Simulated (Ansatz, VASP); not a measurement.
**One calculation of Ga3BAs4, two programs**

The input INCAR:

```
ALGO = Normal
EDIFF = 1E-6
ENCUT = 520
GGA = PE
ISIF = 2
ISMEAR = -1
LASPH = True
LCHARG = True
LELF = True
LREAL = False
LVHAR = True
LWAVE = False
NBANDS = 41
NELM = 60
PREC = Accurate
SIGMA = 0.02
```

KPOINTS

```
k-points
0
Gamma
  6 6 6
```

POSCAR

```
Ga3BAs4
1.0
   -2.7268920788      2.7268920788      5.4187349680
    2.7268920788     -2.7268920788      5.4187349680
    2.7268920788      2.7268920788     -5.4187349680
B As Ga
1 4 3
Direct
    0.0000000000      0.0000000000      0.0000000000
    0.3372211359      0.3372211359      0.4439296942
    0.1067085583      0.6627788641      0.0000000000
    0.8932914417      0.8932914417      0.5560703058
    0.6627788641      0.1067085583      0.0000000000
    0.7500000000      0.2500000000      0.5000000000
    0.5000000000      0.5000000000      0.0000000000
    0.2500000000      0.7500000000      0.5000000000
```

Input for Ansatz:

```yaml
crystal:
  lattice:
    - [-2.7268920788, 2.7268920788, 5.418734968]
    - [2.7268920788, -2.7268920788, 5.418734968]
    - [2.7268920788, 2.7268920788, -5.418734968]
  atoms:
    - { symbol: B, position: [0.0, 0.0, 0.0] }
    - { symbol: As, position: [0.3372211359, 0.3372211359, 0.4439296942] }
    - { symbol: Ga, position: [0.75, 0.25, 0.5] }
    - { symbol: As, position: [0.1067085583, 0.6627788641, 0.0] }
    - { symbol: Ga, position: [0.5, 0.5, 0.0] }
    - { symbol: As, position: [0.8932914417, 0.8932914417, 0.5560703058] }
    - { symbol: Ga, position: [0.25, 0.75, 0.5] }
    - { symbol: As, position: [0.6627788641, 0.1067085583, 0.0] }
kpoints:
  mp_grid: { grid: [6, 6, 6] }
  band_path:
    path:
      - [[0.0, 0.0, 0.0], [-3.142738694886e-18, 3.142738694886e-18, 0.5], [0.25, 0.25, 0.25], [-1.733838453455e-17, 0.5, 1.733838453455e-17], [0.0, 0.0, 0.0], [0.5, 0.5, -0.5], [0.3133111335378, 0.6866888664622, -0.3133111335378]]
      - [[-0.3133111335378, 0.3133111335378, 0.3133111335378], [0.0, 0.0, 0.0]]
      - [[-3.142738694886e-18, 3.142738694886e-18, 0.5], [-0.1266222670755, 0.1266222670755, 0.5]]
      - [[0.5, 0.5, -0.1266222670755], [0.5, 0.5, -0.5]]
    npoints: 10
hamiltonian:
  xc: pbe
scf:
  occupations: { method: fermi_dirac, width: 0.02 }
  n_extra_bands: 6
output:
  forces: true
  stress: true
  eigenvalues: true
```

Alike in both runs: task single point; functional PBE; k mesh 6 × 6 × 6; occupations fermi-dirac, width 0.02 eV; no spin polarisation.

|  | VASP | Ansatz |
| --- | --- | --- |
| version | VASP 6.6.1 | Ansatz 0.2.0 |
| potentials or method | VASP PAW PBE potentials, release 64 (B, As, Ga_d) | plane waves, PAW |
| plane-wave cutoff (eV) | 520 | 420 |
| valence electrons in the cell | 62 | 102 |

```tsv
	VASP	Ansatz	Ansatz less VASP
gap on the k mesh at the Fermi level (eV)	0.88	0.88	0.000
pressure (GPa)	2.9	2.6	-0.24
rms of the force components (eV/Å)	0.069	0.074	+0.0051
```

VASP's potentials hold 62 valence electrons a cell and Ansatz's 102, so a difference there can come from the potentials and not from the codes.
